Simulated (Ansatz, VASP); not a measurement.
## One calculation of Mo, two programs

```
CELL_PARAMETERS angstrom
-1.58381 1.58381 1.58381
1.58381 -1.58381 1.58381
1.58381 1.58381 -1.58381
ATOMIC_POSITIONS crystal
Mo 0.00000 0.00000 0.00000
```

Alike in both runs: task relaxation of cell and atoms; functional PBE; k mesh 16 × 16 × 16; occupations gaussian, width 0.1 eV; no spin polarisation.

```csv
,VASP,Ansatz
version,VASP 6.6.1,Ansatz 0.2.0
potentials or method,"VASP PAW PBE potentials, release 64 (Mo_sv), cutoff 600 eV","scalar-relativistic, plane waves, PAW"
valence electrons in the cell,14,14
```

|  | VASP | Ansatz | Ansatz less VASP |
| --- | --- | --- | --- |
| gap on the k mesh at the Fermi level, each at its own relaxed structure (eV) | none | none | - |
| relaxed volume (Å³/atom) | 15.80 | 15.78 | -0.023 |
| relaxed cell length with the largest relative difference (Å) | 2.738 | 2.737 | -0.0013 |

A gap of «none» marks a metal or a gap that the smearing closes.
